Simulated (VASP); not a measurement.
# Ti3Al (Fm-3m) in VASP: further runs

Ti3Al is run at these levels: LDA; tasks: single point, relaxation of cell and atoms.

All numbers are computed with VASP 6.6.1; they aren't measurements. Logs are shortened: lines on timing, memory, paths and dates and some standing lists are left out, and cuts for length are marked.

### 1 The cell of the first run

Symmetry: Fm-3m, No. 225, cubic system. Conventional cell: a = 6.295 Å, b = 6.295 Å, c = 6.295 Å, α = 90.00°, β = 90.00°, γ = 90.00°. Ti (site symmetry -43m) has 4 Al at 2.73 Å and 10 Ti at 2.73 to 3.15 Å within 3.6 Å. Within 3.6 Å of Ti (site symmetry m-3m) lie 8 Ti at 2.73 Å and 6 Al at 3.15 Å. Within 3.6 Å of Al (site symmetry m-3m) lie 14 Ti at 2.73 to 3.15 Å.

### 2 Single point, LDA

Contents of INCAR:

```
PREC = Accurate
ENCUT = 520
EDIFF = 1E-7
ISMEAR = 0
SIGMA = 0.1
LREAL = False
LASPH = True
NELM = 100
ALGO = Fast
ISIF = 2
LWAVE = False
LCHARG = False
NBANDS = 28
```

Contents of KPOINTS:

```
Automatic mesh
0
Gamma
  6 6 6
```

Contents of POSCAR:

```
Ti3Al
1.0
    0.0000000000      3.1476507367      3.1476507367
    3.1476507367      0.0000000000      3.1476507367
    3.1476507367      3.1476507367      0.0000000000
Ti Al
3 1
Direct
    0.7500000000      0.7500000000      0.7500000000
    0.2500000000      0.2500000000      0.2500000000
    0.0000000000      0.0000000000      0.0000000000
    0.5000000000      0.5000000000      0.5000000000
```

Potentials or basis: VASP PAW LDA potentials, release 64 (Ti_sv, Al).

Run with:

```
cat potpaw_LDA.64/Ti_sv/POTCAR potpaw_LDA.64/Al/POTCAR > POTCAR
mpirun -np 1 vasp_std > vasp.out
```

OUTCAR:

```text
PREC = Accurate
   ENCUT = 520
   EDIFF = 1E-7
   ISMEAR = 0
   LREAL = False
   LASPH = True
   NELM = 100
   ISIF = 2

 ion  position               nearest neighbor table
   1  0.750  0.750  0.750-   4 2.73   4 2.73   4 2.73   3 2.73   4 2.73   3 2.73   3 2.73   3 2.73

   2  0.250  0.250  0.250-   3 2.73   3 2.73   3 2.73   3 2.73   4 2.73   4 2.73   4 2.73   4 2.73

   3  0.000  0.000  0.000-   1 2.73   1 2.73   1 2.73   1 2.73   2 2.73   2 2.73   2 2.73   2 2.73

   4  0.500  0.500  0.500-   2 2.73   2 2.73   2 2.73   1 2.73   2 2.73   1 2.73   1 2.73   1 2.73

  LATTYP: Found a face centered cubic cell.
 ALAT       =     6.2953014734

  Lattice vectors:

 A1 = (   0.0000000000,   3.1476507367,   3.1476507367)
 A2 = (   3.1476507367,   0.0000000000,   3.1476507367)
 A3 = (   3.1476507367,   3.1476507367,   0.0000000000)

Analysis of symmetry for initial positions (statically):
=====================================================================
 Subroutine PRICEL returns:
 Original cell was already a primitive cell.

 Routine SETGRP: Setting up the symmetry group for a
 face centered cubic supercell.

 Subroutine GETGRP returns: Found 48 space group operations
 (whereof 48 operations were pure point group operations)
 out of a pool of 48 trial point group operations.

The static configuration has the point symmetry O_h .

Analysis of symmetry for dynamics (positions and initial velocities):
=====================================================================
 Subroutine PRICEL returns:
 Original cell was already a primitive cell.

 Routine SETGRP: Setting up the symmetry group for a
 face centered cubic supercell.

 Subroutine GETGRP returns: Found 48 space group operations
 (whereof 48 operations were pure point group operations)
 out of a pool of 48 trial point group operations.

The dynamic configuration has the point symmetry O_h .

 Subroutine INISYM returns: Found 48 space group operations
 (whereof 48 operations are pure point group operations),
 and found     1 'primitive' translations

----------------------------------------------------------------------------------------

                                     Primitive cell

  volume of cell :      62.3720

  direct lattice vectors                    reciprocal lattice vectors
     0.000000000  3.147650737  3.147650737    -0.158848628  0.158848628  0.158848628
     3.147650737  0.000000000  3.147650737     0.158848628 -0.158848628  0.158848628
     3.147650737  3.147650737  0.000000000     0.158848628  0.158848628 -0.158848628

  length of vectors
     4.451450361  4.451450361  4.451450361     0.275133894  0.275133894  0.275133894

  position of ions in fractional coordinates (direct lattice)
     0.750000000  0.750000000  0.750000000
     0.250000000  0.250000000  0.250000000
     0.000000000  0.000000000  0.000000000
     0.500000000  0.500000000  0.500000000

  ion indices of the primitive-cell ions
   primitive index   ion index
                 1           1
                 2           2
                 3           3
                 4           4

----------------------------------------------------------------------------------------

 KPOINTS: Automatic mesh

Automatic generation of k-mesh.
 Grid dimensions read from file:
 generate k-points for:    6    6    6

 Generating k-lattice:

  Cartesian coordinates                     Fractional coordinates (reciprocal lattice)
    -0.026474771  0.026474771  0.026474771     0.166666667  0.000000000  0.000000000
     0.026474771 -0.026474771  0.026474771     0.000000000  0.166666667  0.000000000
     0.026474771  0.026474771 -0.026474771     0.000000000  0.000000000  0.166666667

  Length of vectors
     0.045855649  0.045855649  0.045855649

  Shift w.r.t. Gamma in fractional coordinates (k-lattice)
     0.000000000  0.000000000  0.000000000

 Subroutine IBZKPT returns following result:
 ===========================================

 Found     16 irreducible k-points:

 Following reciprocal coordinates:
            Coordinates               Weight
  0.000000  0.000000  0.000000      1.000000
  0.166667  0.000000  0.000000      8.000000
  0.333333  0.000000  0.000000      8.000000
  0.500000  0.000000  0.000000      4.000000
  0.166667  0.166667  0.000000      6.000000
  0.333333  0.166667  0.000000     24.000000
[... 8 lines left out ...]
 -0.333333  0.333333  0.166667     24.000000
 -0.333333  0.500000  0.166667     12.000000
   k-points           NKPTS =     16   k-points in BZ     NKDIM =     16   number of bands    NBANDS=     28
   number of dos      NEDOS =    301   number of ions     NIONS =      4
   total plane-waves  NPLWV =  46656
   dimension x,y,z NGX =    36 NGY =   36 NGZ =   36
   dimension x,y,z NGXF=    72 NGYF=   72 NGZF=   72
   ions per type =               3   1
   NGX,Y,Z   is equivalent  to a cutoff of  13.44, 13.44, 13.44 a.u.
   NGXF,Y,Z  is equivalent  to a cutoff of  26.89, 26.89, 26.89 a.u.
 SYSTEM =  unknown system
   PREC   = accura    normal or accurate (medium, high low for compatibility)
   ISTART =      0    job   : 0-new  1-cont  2-samecut
   ICHARG =      2    charge: 1-file 2-atom 10-const
   ISPIN  =      1    spin polarized calculation?
   LNONCOLLINEAR =      F non collinear calculations
   LSORBIT =      F    spin-orbit coupling
   LASPH  =      T    aspherical Exc in radial PAW
   ENCUT  =  520.0 eV  38.22 Ry    6.18 a.u.   8.28  8.28  8.28*2*pi/ulx,y,z
   NELM   =    100;   NELMIN=  2; NELMDL= -5     # of ELM steps
   EDIFF  = 0.1E-06   stopping-criterion for ELM
   LREAL  =      F    real-space projection
   EDIFFG = 0.1E-05   stopping-criterion for IOM
   NSW    =      0    number of steps for IOM
   IBRION =     -1    ionic relax: 0-MD 1-quasi-New 2-CG
   NFREE  =      0    steps in history (QN), initial steepest desc. (CG)
   ISIF   =      2    stress and relaxation
   ISYM   =      2    0-nonsym 1-usesym 2-fastsym
   POTIM  = 0.5000    time-step for ionic-motion
   TEBEG  =    0.0;   TEEND  =   0.0 temperature during run
   PSTRESS=    0.0 pullay stress
   NELECT =      39.0000    total number of electrons
   NUPDOWN=      -1.0000    fix difference up-down
   EMIN   =  10.00;   EMAX   =-10.00  energy-range for DOS
   EFERMI =   0.00;   METHOD = LEGACY
   ISMEAR =     0;   SIGMA  =   0.10  broadening in eV -4-tet -1-fermi 0-gaus
   EFERMI_NEDOS =   21; number of points for ismear=-14 and -15
   IALGO  =     68    algorithm
   IMIX   =      4    mixing-type and parameters
     AMIX     =   0.40;   BMIX     =  1.00
     AMIX_MAG =   1.60;   BMIX_MAG =  1.00
  volume/ion in A,a.u.               =      15.59       105.23
  Fermi-wavevector in a.u.,A,eV,Ry     =   1.399909  2.645445 26.663955  1.959745
  Thomas-Fermi vector in A             =   2.522922
   LORBIT       =      0    0 simple, 1 ext, 2 COOP (PROOUT), +10 PAW based schemes
   GGA     = CA    functional components
   LHFCALC =     F    Hartree Fock is set to
   AEXX    =    0.0000 exact exchange contribution
   IVDW    =     0    specifies the selected vdW correction
   LEPSILON=     F    determine dielectric tensor
   LRPA    =     F    only Hartree local field effects (RPA)
 non-spin polarized calculation
 RMM-DIIS sequential band-by-band and
 Gauss-broadening in eV      SIGMA  =   0.10
  energy-cutoff  :      520.00
  volume of cell :       62.37
 maximum number of plane-waves:      1694
 NGX is ok and might be reduce to    36
   NGX = 17   NGY = 17   NGZ = 17

 number of electron      38.9999992 magnetization

 Free energy of the ion-electron system (eV)
  ---------------------------------------------------
  ext. energy  EPLUGINS =         0.00000000
  ---------------------------------------------------
  free energy    TOTEN  =       -30.48651860 eV

  energy without entropy =      -30.45244086  energy(sigma->0) =      -30.46947973

 E-fermi :   8.6771     XC(G=0): -11.8774

 val. band max:        8.6675258644   @ k =  -0.3333   0.5000   0.1667
 cond. band min:       8.7078208392   @ k =   0.5000   0.3333   0.0000
 fundamental gap:      0.0402949748
 Fermi energy:         8.6770925716

 k-point     1 :       0.0000    0.0000    0.0000
  band No.  band energies     occupation
      1     -47.0685      2.00000
      2     -46.9598      2.00000
      3     -46.7294      2.00000
      4     -23.7678      2.00000
      5     -23.7678      2.00000
      6     -23.7678      2.00000
[... 20 lines left out ...]
     27      12.0306      0.00000
     28      12.1018      0.00000

 k-point     2 :       0.1667    0.0000    0.0000
  band No.  band energies     occupation
      1     -47.0566      2.00000
      2     -46.9633      2.00000
      3     -46.7381      2.00000
      4     -23.8317      2.00000
      5     -23.8097      2.00000
      6     -23.8097      2.00000
[... 20 lines left out ...]
     27      12.0583      0.00000
     28      12.3453      0.00000

 k-point     3 :       0.3333    0.0000    0.0000
  band No.  band energies     occupation
      1     -47.0276      2.00000
      2     -46.9734      2.00000
      3     -46.7575      2.00000
      4     -23.8519      2.00000
      5     -23.8519      2.00000
      6     -23.8432      2.00000
[... 20 lines left out ...]
     27      11.8694      0.00000
     28      11.9528      0.00000

 k-point     4 :       0.5000    0.0000    0.0000
  band No.  band energies     occupation
      1     -47.0042      2.00000
      2     -46.9861      2.00000
      3     -46.7685      2.00000
      4     -23.8678      2.00000
      5     -23.8678      2.00000
      6     -23.8208      2.00000
[... 330 lines left out ...]
     27      11.8468      0.00000
     28      12.5229      0.00000

 k-point    15 :      -0.3333    0.3333    0.1667
  band No.  band energies     occupation
      1     -46.9908      2.00000
      2     -46.9859      2.00000
      3     -46.7823      2.00000
      4     -23.9650      2.00000
      5     -23.8501      2.00000
      6     -23.8321      2.00000
[... 20 lines left out ...]
     27      11.6379      0.00000
     28      11.8867      0.00000

 k-point    16 :      -0.3333    0.5000    0.1667
  band No.  band energies     occupation
      1     -46.9903      2.00000
      2     -46.9814      2.00000
      3     -46.7873      2.00000
      4     -23.9892      2.00000
      5     -23.9096      2.00000
      6     -23.7695      2.00000
[... 20 lines left out ...]
     27      11.4439      0.00000
     28      11.6923      0.00000

------------------------ aborting loop because EDIFF is reached ----------------------------------------

  FORCE on cell =-STRESS in cart. coord.  units (eV):
  Direction    XX          YY          ZZ          XY          YZ          ZX
  --------------------------------------------------------------------------------------
  -------------------------------------------------------------------------------------
  Total        0.0041705      0.0041705      0.0041705     -0.0000000     -0.0000000      0.0000000
  in kB        0.1071290      0.1071290      0.1071290     -0.0000000     -0.0000000      0.0000000
  external PRESSURE =       0.1071290 kB  Pullay stress =       0.0000000 kB

 VOLUME and BASIS-vectors are now :
 -----------------------------------------------------------------------------
  energy-cutoff  :      520.00
  volume of cell :       62.37
      direct lattice vectors                 reciprocal lattice vectors
     0.000000000  3.147650737  3.147650737    -0.158848628  0.158848628  0.158848628
     3.147650737  0.000000000  3.147650737     0.158848628 -0.158848628  0.158848628
     3.147650737  3.147650737  0.000000000     0.158848628  0.158848628 -0.158848628

 POSITION                                       TOTAL-FORCE (eV/Angst)
 -----------------------------------------------------------------------------------
      4.72148      4.72148      4.72148         0.000000     -0.000000      0.000000
      1.57383      1.57383      1.57383         0.000000      0.000000     -0.000000
      0.00000      0.00000      0.00000        -0.000000     -0.000000     -0.000000
      3.14765      3.14765      3.14765        -0.000000     -0.000000     -0.000000
 -----------------------------------------------------------------------------------
    total drift:                                0.000000      0.000000      0.000000

  FREE ENERGIE OF THE ION-ELECTRON SYSTEM (eV)
  ---------------------------------------------------
  free  energy   TOTEN  =       -30.4865186012 eV

  energy  without entropy=      -30.4524408556  energy(sigma->0) =      -30.46947973
```

It took 2.7 min on 1 thread of AMD EPYC 7R13, shared host; peak memory 0.15 GiB.

What came out:

```yaml
Free_energy: -30.4865 eV
Pressure: 0.0 GPa
Band_gap_on_the_k_mesh: zero (an odd number of electrons rules out a gap without spin polarisation)
```

Levels at points of the mesh, in eV from the Fermi level:
| k point | band 16 | band 17 | band 18 | band 19 | band 20 | band 21 | band 22 | band 23 | band 24 | band 25 |
| --- | --- | --- | --- | --- | --- | --- | --- | --- | --- | --- |
| (0.00, 0.00, 0.00) | -1.81 | -1.81 | -1.81 | 0.05 | 0.05 | 0.05 | 2.44 | 2.44 | 2.45 | 3.14 |
| (0.50, 0.00, 0.00) | -2.00 | -0.41 | -0.36 | -0.36 | -0.01 | -0.01 | 0.89 | 1.06 | 1.06 | 2.98 |
| (0.50, 0.50, 0.00) | -1.98 | -0.51 | -0.51 | -0.17 | -0.15 | -0.15 | 1.13 | 1.35 | 1.35 | 2.46 |

[end of part 1 of 3]
